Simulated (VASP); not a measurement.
Set up this calculation in VASP 6.6.1, as the native input.

* Task: single point
* Functional: BLYP
* Potentials or basis: VASP PAW PBE potentials, release 64 (P)
* Cutoff: 520 eV
* k mesh: 13 × 13 × 7
* Occupations: fermi-dirac, width 0.1 eV
* Spin: no spin polarisation
* Dipole correction: no
* Further INCAR settings: ALGO = Normal; EDIFF = 1e-06; NBANDS = 12

The structure of P lies in POSCAR:

```
P
1.0
    3.4476174077      0.0000000000      0.0000000000
   -1.7238087038      2.9857242576      0.0000000000
    0.0000000000      0.0000000000      3.3298516752
P
2
Direct
    0.3333333333      0.6666666667      0.2500000000
    0.6666666667      0.3333333333      0.7500000000
```

These files were run (other wordings do the same):

INCAR

```
AGGAC    = 1.0          
AGGAX    = 1.0          
ALDAC    = 0.0          
ALDAX    = 1.0          
ALGO     = Normal         # electronic algorithm
EDIFF    = 1E-6           # SCF threshold, eV
ENCUT    = 520            # plane-wave cutoff, eV
GGA      = B5             # functional
ISIF     = 2              # what is computed and relaxed
ISMEAR   = -1             # smearing method
LASPH    = T              # aspherical terms in the spheres
LCHARG   = F              # write CHGCAR
LREAL    = F              # projectors in reciprocal space
LWAVE    = F              # write WAVECAR
NBANDS   = 12             # bands
NELM     = 100            # most SCF steps
PREC     = Accurate       # precision mode
SIGMA    = 0.1            # smearing width, eV
```

KPOINTS

```
k-points
0
Gamma
  13 13 7
```

Potentials or basis: VASP PAW PBE potentials, release 64 (P).

The run is started by

```bash
$ cat potpaw_PBE.64/P/POTCAR > POTCAR
$ mpirun -np 1 vasp_std > vasp.out
```

It gave:

The pressure is 0.2 GPa and the band gap on the k mesh is zero (band 5 reaches 9.22 eV, above the bottom of band 6 at 5.78 eV).

Caveat: the PAW data sets were made with another functional, which shifts forces and pressure a little.

Wall time 37 s on 1 thread of Intel Xeon 6975P-C, on a shared host, peak memory 0.16 GiB.
